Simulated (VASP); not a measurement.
# Al3SiPd2 (P6/mmm) in VASP: relaxation of cell and atoms with PBE

Aim: the relaxation of cell and atoms of Al3SiPd2 with PBE.

All numbers are computed with VASP 6.6.1; they aren't measurements. Logs are shortened: lines on timing, memory, paths and dates and some standing lists are left out, and cuts for length are marked.

**1. The cell of the first run**

Symmetry: P6/mmm, No. 191, hexagonal system. The conventional cell has a = 5.264 Å, b = 5.264 Å, c = 7.017 Å, α = 90.00°, β = 90.00°, γ = 120.00°. Al (site symmetry mmm) has 2 Si at 2.63 Å and 4 Al at 2.63 Å and 4 Pd at 3.42 Å within 3.5 Å. Within 2.9 Å of Si (site symmetry 6/mmm) lie 2 Pd at 2.19 Å and 6 Al at 2.63 Å. Within 2.9 Å of Pd (site symmetry 6mm) lie 1 Si at 2.19 Å and 1 Pd at 2.64 Å.

The cell was generated, and may not be a known phase.

**2. Relaxation of cell and atoms, PBE**

Input file INCAR:

```
SYSTEM = Al3SiPd2
ALGO = Fast
EDIFF = 1E-7
EDIFFG = -0.01
ENCUT = 600
GGA = PE
IBRION = 2
ISIF = 3
ISMEAR = 0
LASPH = .TRUE.
LCHARG = .FALSE.
LREAL = .FALSE.
LWAVE = .FALSE.
NELM = 100
NSW = 100
PREC = Accurate
SIGMA = 0.1
```

Input file KPOINTS:

```
k-points
0
G
  12 12 6
  0 0 0
```

Input file POSCAR:

```
Al3SiPd2
1.0
    5.2639687379      0.0000000000      0.0000000000
   -2.6319843690      4.5587306518      0.0000000000
    0.0000000000      0.0000000000      7.0174247511
Al Si Pd
3 1 2
Direct
    0.5000000000      0.0000000000      0.0000000000
    0.0000000000      0.5000000000      0.0000000000
    0.5000000000      0.5000000000      0.0000000000
    0.0000000000      0.0000000000      0.0000000000
    0.0000000000      0.0000000000      0.3118352396
    0.0000000000      0.0000000000      0.6881647604
```

Potentials or basis: VASP PAW PBE potentials, release 64 (Al, Si, Pd).

Command:

```
> cat potpaw_PBE.64/Al/POTCAR potpaw_PBE.64/Si/POTCAR potpaw_PBE.64/Pd/POTCAR > POTCAR
> mpirun -np 1 vasp_std > vasp.out
```

OUTCAR:

```text
SYSTEM = Al3SiPd2
   EDIFF = 1E-7
   EDIFFG = -0.01
   ENCUT = 600
   GGA = PE
   IBRION = 2
   ISIF = 3
   ISMEAR = 0
   LASPH = .TRUE.
   LREAL = .FALSE.
   NELM = 100
   NSW = 100
   PREC = Accurate

 ion  position               nearest neighbor table
   1  0.500  0.000  0.000-   4 2.63   4 2.63   2 2.63   2 2.63   3 2.63   3 2.63
   2  0.000  0.500  0.000-   3 2.63   3 2.63   1 2.63   1 2.63   4 2.63   4 2.63
   3  0.500  0.500  0.000-   2 2.63   2 2.63   4 2.63   4 2.63   1 2.63   1 2.63
   4  0.000  0.000  0.000-   5 2.19   6 2.19   1 2.63   1 2.63   3 2.63   3 2.63   2 2.63   2 2.63

   5  0.000  0.000  0.312-   4 2.19   6 2.64
   6  0.000  0.000  0.688-   4 2.19   5 2.64

  LATTYP: Found a hexagonal cell.
 ALAT       =     5.2639687379
 C/A-ratio  =     1.3331053242

  Lattice vectors:

 A1 = (   5.2639687379,   0.0000000000,   0.0000000000)
 A2 = (  -2.6319843690,   4.5587306518,   0.0000000000)
 A3 = (   0.0000000000,   0.0000000000,   7.0174247511)

Analysis of symmetry for initial positions (statically):
=====================================================================
 Subroutine PRICEL returns:
 Original cell was already a primitive cell.

 Routine SETGRP: Setting up the symmetry group for a
 hexagonal supercell.

 Subroutine GETGRP returns: Found 24 space group operations
 (whereof 24 operations were pure point group operations)
 out of a pool of 24 trial point group operations.

The static configuration has the point symmetry D_6h.

Analysis of symmetry for dynamics (positions and initial velocities):
=====================================================================
 Subroutine PRICEL returns:
 Original cell was already a primitive cell.

 Routine SETGRP: Setting up the symmetry group for a
 hexagonal supercell.

 Subroutine GETGRP returns: Found 24 space group operations
 (whereof 24 operations were pure point group operations)
 out of a pool of 24 trial point group operations.

The dynamic configuration has the point symmetry D_6h.

 Subroutine INISYM returns: Found 24 space group operations
 (whereof 24 operations are pure point group operations),
 and found     1 'primitive' translations

----------------------------------------------------------------------------------------

                                     Primitive cell

  volume of cell :     168.3973

  direct lattice vectors                    reciprocal lattice vectors
     5.263968738  0.000000000  0.000000000     0.189970733  0.109679654  0.000000000
    -2.631984369  4.558730652  0.000000000     0.000000000  0.219359308  0.000000000
     0.000000000  0.000000000  7.017424751     0.000000000  0.000000000  0.142502419

  length of vectors
     5.263968738  5.263968738  7.017424751     0.219359308  0.219359308  0.142502419

  position of ions in fractional coordinates (direct lattice)
     0.500000000  0.000000000  0.000000000
     0.000000000  0.500000000  0.000000000
     0.500000000  0.500000000  0.000000000
     0.000000000  0.000000000  0.000000000
     0.000000000  0.000000000  0.311835240
     0.000000000  0.000000000  0.688164760

  ion indices of the primitive-cell ions
   primitive index   ion index
                 1           1
                 2           2
                 3           3
                 4           4
                 5           5
                 6           6

----------------------------------------------------------------------------------------

 KPOINTS: k-points

Automatic generation of k-mesh.
 Grid dimensions read from file:
 generate k-points for:   12   12    6

 Generating k-lattice:

  Cartesian coordinates                     Fractional coordinates (reciprocal lattice)
     0.015830894  0.009139971  0.000000000     0.083333333  0.000000000  0.000000000
     0.000000000  0.018279942  0.000000000     0.000000000  0.083333333  0.000000000
     0.000000000  0.000000000  0.023750403     0.000000000  0.000000000  0.166666667

  Length of vectors
     0.018279942  0.018279942  0.023750403

  Shift w.r.t. Gamma in fractional coordinates (k-lattice)
     0.000000000  0.000000000  0.000000000

 Subroutine IBZKPT returns following result:
 ===========================================

 Found     76 irreducible k-points:

 Following reciprocal coordinates:
            Coordinates               Weight
  0.000000  0.000000  0.000000      1.000000
  0.083333  0.000000  0.000000      6.000000
  0.166667  0.000000  0.000000      6.000000
  0.250000  0.000000  0.000000      6.000000
  0.333333 -0.000000  0.000000      6.000000
  0.416667  0.000000  0.000000      6.000000
[... 16 lines left out ...]
  0.250000  0.000000  0.166667     12.000000
  0.333333 -0.000000  0.166667     12.000000
 [... further k-points ...]
   k-points           NKPTS =     76   k-points in BZ     NKDIM =     76   number of bands    NBANDS=     20
   number of dos      NEDOS =    301   number of ions     NIONS =      6
   total plane-waves  NPLWV =  98784
   dimension x,y,z NGX =    42 NGY =   42 NGZ =   56
   dimension x,y,z NGXF=    84 NGYF=   84 NGZF=  112
   ions per type =               3   1   2
   NGX,Y,Z   is equivalent  to a cutoff of  13.26, 13.26, 13.27 a.u.
   NGXF,Y,Z  is equivalent  to a cutoff of  26.53, 26.53, 26.53 a.u.
 SYSTEM =  Al3SiPd2
   PREC   = accura    normal or accurate (medium, high low for compatibility)
   ISTART =      0    job   : 0-new  1-cont  2-samecut
   ICHARG =      2    charge: 1-file 2-atom 10-const
   ISPIN  =      1    spin polarized calculation?
   LNONCOLLINEAR =      F non collinear calculations
   LSORBIT =      F    spin-orbit coupling
   LASPH  =      T    aspherical Exc in radial PAW
   ENCUT  =  600.0 eV  44.10 Ry    6.64 a.u.  10.51 10.51 14.02*2*pi/ulx,y,z
   NELM   =    100;   NELMIN=  2; NELMDL= -5     # of ELM steps
   EDIFF  = 0.1E-06   stopping-criterion for ELM
   LREAL  =      F    real-space projection
   EDIFFG = -.1E-01   stopping-criterion for IOM
   NSW    =    100    number of steps for IOM
   IBRION =      2    ionic relax: 0-MD 1-quasi-New 2-CG
   NFREE  =      1    steps in history (QN), initial steepest desc. (CG)
   ISIF   =      3    stress and relaxation
   ISYM   =      2    0-nonsym 1-usesym 2-fastsym
   POTIM  = 0.5000    time-step for ionic-motion
   TEBEG  =    0.0;   TEEND  =   0.0 temperature during run
   PSTRESS=    0.0 pullay stress
   NELECT =      33.0000    total number of electrons
   NUPDOWN=      -1.0000    fix difference up-down
   EMIN   =  10.00;   EMAX   =-10.00  energy-range for DOS
   EFERMI =   0.00;   METHOD = LEGACY
   ISMEAR =     0;   SIGMA  =   0.10  broadening in eV -4-tet -1-fermi 0-gaus
   EFERMI_NEDOS =   21; number of points for ismear=-14 and -15
   IALGO  =     68    algorithm
   IMIX   =      4    mixing-type and parameters
     AMIX     =   0.40;   BMIX     =  1.00
     AMIX_MAG =   1.60;   BMIX_MAG =  1.00
  volume/ion in A,a.u.               =      28.07       189.40
  Fermi-wavevector in a.u.,A,eV,Ry     =   0.950899  1.796939 12.302514  0.904209
  Thomas-Fermi vector in A             =   2.079319
   LORBIT       =      0    0 simple, 1 ext, 2 COOP (PROOUT), +10 PAW based schemes
   GGA     = PE    functional components
   LHFCALC =     F    Hartree Fock is set to
   AEXX    =    0.0000 exact exchange contribution
   IVDW    =     0    specifies the selected vdW correction
   LEPSILON=     F    determine dielectric tensor
   LRPA    =     F    only Hartree local field effects (RPA)
 conjugate gradient relaxation of ions
 non-spin polarized calculation
 RMM-DIIS sequential band-by-band and
 Gauss-broadening in eV      SIGMA  =   0.10
  energy-cutoff  :      600.00
  volume of cell :      168.40
 maximum number of plane-waves:      5650
   NGX = 21   NGY = 21   NGZ = 29

--------------------------------------- Ionic step        1  -------------------------------------------

 number of electron      32.9999996 magnetization

 Free energy of the ion-electron system (eV)
  ---------------------------------------------------
  ext. energy  EPLUGINS =         0.00000000
  ---------------------------------------------------
  free energy    TOTEN  =       -23.22290760 eV

  energy without entropy =      -23.20377342  energy(sigma->0) =      -23.21334051

------------------------ aborting loop because EDIFF is reached ----------------------------------------

  FORCE on cell =-STRESS in cart. coord.  units (eV):
  Direction    XX          YY          ZZ          XY          YZ          ZX
  --------------------------------------------------------------------------------------
  -------------------------------------------------------------------------------------
  Total        0.2158784      0.2158784      0.5130846     -0.0000000     -0.0000000     -0.0000000
  in kB        2.0539259      2.0539259      4.8816267     -0.0000000     -0.0000000     -0.0000000
  external PRESSURE =       2.9964928 kB  Pullay stress =       0.0000000 kB
[... 145 lines left out ...]
  energy  without entropy=      -23.2048909780  energy(sigma->0) =      -23.21449867

--------------------------------------- Ionic step        5  -------------------------------------------

 number of electron      32.9999996 magnetization

 Free energy of the ion-electron system (eV)
  ---------------------------------------------------
  ext. energy  EPLUGINS =         0.00000000
  ---------------------------------------------------
  free energy    TOTEN  =       -23.22412063 eV

  energy without entropy =      -23.20490246  energy(sigma->0) =      -23.21451155

 E-fermi :   2.9544     XC(G=0):  -8.0142

 val. band max:        2.9525636326   @ k =   0.3333  -0.0000   0.0000
 cond. band min:       2.9565632822   @ k =   0.3333   0.2500   0.5000
 fundamental gap:      0.0039996497
 Fermi energy:         2.9544486693

 k-point     1 :       0.0000    0.0000    0.0000
  band No.  band energies     occupation
      1      -7.5470      2.00000
      2      -2.3172      2.00000
      3      -1.7755      2.00000
      4      -1.7755      2.00000
      5      -1.0345      2.00000
      6       0.0197      2.00000
[... 12 lines left out ...]
     19       2.0837      2.00000
[... 513 lines left out ...]
      4      -1.9141      2.00000
      5      -1.1703      2.00000
      6      -0.1063      2.00000
[... 12 lines left out ...]
     19       3.6422      0.00000
     20       5.4129      0.00000

 [... further k-points ...]
[... 5 lines left out ...]
  --------------------------------------------------------------------------------------
  -------------------------------------------------------------------------------------
  Total       -0.0206189     -0.0206189      0.0300479      0.0000000     -0.0000000      0.0000000
  in kB       -0.1948047     -0.1948047      0.2838888      0.0000000     -0.0000000      0.0000000
  external PRESSURE =      -0.0352402 kB  Pullay stress =       0.0000000 kB
[... 21 lines left out ...]
  FREE ENERGIE OF THE ION-ELECTRON SYSTEM (eV)
  ---------------------------------------------------
  free  energy   TOTEN  =       -23.2241206321 eV

  energy  without entropy=      -23.2049024645  energy(sigma->0) =      -23.21451155

 reached required accuracy - stopping structural energy minimisation
```

Run time: 34 min. Hardware: 1 thread of Intel Xeon 8259CL, shared host; peak memory 0.56 GiB.

What came out:

```
Free energy                           : -23.2241 eV
Relaxed volume                        : 28.26 Å³/atom
Relaxed cell                          : a = 5.274 Å, b = 5.274 Å, c = 7.041 Å, α = 90.00°, β = 90.00°, γ = 120.00°
Space group after relaxing (to 0.1 Å) : P6/mmm (No. 191)
Energy gained by relaxing             : 0.2 meV/atom
Ionic steps                           : 5
Pressure after relaxing               : 0.0 GPa
Largest force after relaxing          : 0.006 eV/Å
Band gap on the k mesh                : zero (an odd number of electrons rules out a gap without spin polarisation)
```

Forces on the atoms (eV/Å):
```
Al   0.000  0.000  0.000
Al   0.000  0.000  0.000
Al   0.000  0.000  0.000
Si   0.000  0.000  0.000
Pd   0.000  0.000 -0.006
Pd   0.000  0.000  0.006
```

Step by step:
```csv
step,energy change (eV),largest force (eV/Å),pressure (GPa),volume (Å³)
1,0.0000,0.0311,0.30,168.40
2,-0.0009,0.0675,-0.07,169.68
3,-0.0011,0.0414,0.03,169.34
4,-0.0012,0.0154,0.00,169.52
5,-0.0012,0.0061,0.00,169.58
```

Final structure:
```
Al Si Pd
1.0
     5.27360    0.00000    0.00000
    -2.63680    4.56707    0.00000
     0.00000    0.00000    7.04095
Al Si Pd
3 1 2
Direct
  0.50000 0.00000 0.00000
  0.00000 0.50000 0.00000
  0.50000 0.50000 0.00000
  0.00000 0.00000 0.00000
  0.00000 0.00000 0.31164
  0.00000 0.00000 0.68836
```

Levels at points of the mesh, in eV from the Fermi level:
```csv
k point,band 13,band 14,band 15,band 16,band 17,band 18,band 19,band 20
"(0.00, 0.00, 0.00)",-1.75,-1.75,-1.64,-1.64,-0.95,-0.87,-0.87,3.19
"(0.50, 0.00, 0.00)",-1.67,-1.53,-1.20,-0.06,-0.05,1.04,1.90,2.57
"(0.00, 0.00, 0.50)",-1.87,-0.91,-0.76,-0.76,-0.72,-0.72,0.84,2.70
"(0.50, 0.00, 0.50)",-1.53,-1.42,-1.04,-0.96,1.38,1.53,1.91,1.91
```
